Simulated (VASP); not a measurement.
## Ba: single point with PBEsol

Ba:

```
CELL_PARAMETERS angstrom
0.00000 3.70591 3.70591
3.70591 0.00000 3.70591
3.70591 3.70591 0.00000
ATOMIC_POSITIONS crystal
Ba 0.12500 0.12500 0.12500
Ba 0.87500 0.87500 0.87500
```

- Program: VASP 6.6.1
- Task: single point
- Functional: PBEsol
- Potentials or basis: VASP PAW PBE potentials, release 64 (Ba_sv)
- Cutoff: 520 eV
- k mesh: 8 × 8 × 8
- Occupations: fermi-dirac, width 0.1 eV
- Spin: no spin polarisation

```
Pressure               : 0.7 GPa
Band gap on the k mesh : zero (band 10 reaches 2.06 eV, above the bottom of band 11 at 1.89 eV)
```

Levels at points of the mesh, in eV from the Fermi level:
| k point | band 8 | band 9 | band 10 | band 11 | band 12 | band 13 |
| --- | --- | --- | --- | --- | --- | --- |
| (0.00, 0.00, 0.00) | -13.45 | -2.05 | 0.14 | 0.14 | 1.50 | 1.50 |
| (0.50, 0.00, 0.00) | -13.20 | -0.19 | -0.01 | 0.26 | 0.26 | 1.10 |
| (0.50, 0.50, 0.00) | -12.93 | -0.78 | -0.78 | 1.13 | 1.13 | 2.21 |

It took 30 s on 1 thread of Intel(R) Xeon(R) Platinum 8488C (Sapphire Rapids) (shared host), peak memory 0.24 GiB.

Caveat: the PAW data sets were made with another functional, which shifts forces and pressure a little; spin-orbit coupling is left out, which moves the levels of the heavy elements.
